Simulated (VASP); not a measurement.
Runs of VASP 6.6.1 on Ag. The structure is that of space group Fm-3m (No. 225), or close to it. The cells are those of the table. 

```tsv
cell	gap on the mesh (eV)	pressure (GPa)
a = 2.918, b = 2.918, c = 2.889 Å, angles 60.3, 60.3, 59.3°, 1 atom	none	-4.8
a = 2.875, b = 2.875, c = 2.889 Å, angles 59.8, 59.8, 60.3°, 1 atom	none	-1.9
a = 2.904, b = 2.904, c = 2.889 Å, angles 60.2, 60.2, 59.7°, 1 atom	none	(a)
a = 2.861, b = 2.861, c = 2.889 Å, angles 59.7, 59.7, 60.7°, 1 atom	none	-0.7
```

Alike in all rows: task single point; level PBEsol; potentials or basis VASP PAW PBE potentials, release 64 (Ag); no spin polarisation; k mesh 15 × 15 × 15; cutoff (eV) 520; smearing fermi-dirac 0.03 eV.

Fill in the values left out.

(a) -3.9.

Caveats: the PAW data sets were made with another functional, which shifts forces and pressure a little; the cell stands under tension (at least some runs).

A k mesh can miss the band edges, and the runs leave out spin-orbit coupling on Ag.

A gap of «none» marks levels without a gap at the run's occupations.
